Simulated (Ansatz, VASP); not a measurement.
**Two plane-wave programs on Si2C**

File INCAR:

```
ALGO = Normal
EDIFF = 1E-6
ENCUT = 520
GGA = PE
ISIF = 2
ISMEAR = 0
ISPIN = 2
LASPH = True
LCHARG = False
LORBIT = 11
LREAL = False
LWAVE = False
MAGMOM = 0 0 0 0 1 1
NBANDS = 25
NELM = 150
PREC = Accurate
SIGMA = 0.1
```

Contents of KPOINTS:

```
k-points
0
Gamma
  4 4 4
```

POSCAR

```
Si2C
1.0
    0.0000000000      3.4908411300      3.4908411300
    3.4908411300      0.0000000000      3.4908411300
    3.4908411300      3.4908411300      0.0000000000
Si C
4 2
Direct
    0.3797322700      0.3797322700      0.3797322700
    0.3797322700      0.3797322700      0.8608031800
    0.3797322700      0.8608031800      0.3797322700
    0.8608031800      0.3797322700      0.3797322700
    0.0000000000      0.0000000000      0.0000000000
    0.2500000000      0.2500000000      0.2500000000
```

Input for Ansatz:

```yaml
crystal:
  lattice:
    - [0.0, 3.49084113, 3.49084113]
    - [3.49084113, 0.0, 3.49084113]
    - [3.49084113, 3.49084113, 0.0]
  atoms:
    - { symbol: Si, position: [0.37973227, 0.37973227, 0.37973227] }
    - { symbol: Si, position: [0.37973227, 0.37973227, 0.86080318] }
    - { symbol: Si, position: [0.37973227, 0.86080318, 0.37973227] }
    - { symbol: Si, position: [0.86080318, 0.37973227, 0.37973227] }
    - { symbol: C, position: [0.0, 0.0, 0.0], spin: 1.0 }
    - { symbol: C, position: [0.25, 0.25, 0.25], spin: 1.0 }
basis:
  ecutwfc: 420
kpoints:
  mp_grid: { grid: [4, 4, 4] }
hamiltonian:
  xc: pbe
scf:
  occupations: { method: gaussian, width: 0.1 }
  lower_state_search: "off"
output:
  forces: true
  stress: true
  eigenvalues: true
  populations: true
magnetization:
  spin_polarized: true
```

Alike in both runs: task single point; functional PBE; k mesh 4 × 4 × 4; occupations gaussian, width 0.1 eV; collinear spin.

```csv
,VASP,Ansatz
version,VASP 6.6.1,Ansatz 0.2.0
potentials or method,"VASP PAW PBE potentials, release 64 (Si, C), cutoff 520 eV","scalar-relativistic, plane waves, PAW"
valence electrons in the cell,24,24
```

Ansatz gave:

| Property | Result |
| --- | --- |
| gap on the k mesh at the Fermi level (eV) | none |
| rms of the force components (eV/Å) | 5.159 |
| net moment per atom (μB) | 0.07 |
| size of the moment on the site where the two differ most (μB) | 0.34 |

Q: What did VASP give for the same quantities?

A: gap on the k mesh at the Fermi level (eV): none; rms of the force components (eV/Å): 5.121; net moment per atom (μB): 0.07; size of the moment on the site where the two differ most (μB): 0.20.

Site moments also hang on the region over which each program counts them. Atom by atom the forces differ by 0.038 eV/Å (rms over components). A gap of «none» marks a metal or a gap that the smearing closes.

The k mesh is coarse, so the values compare programs but aren't converged.
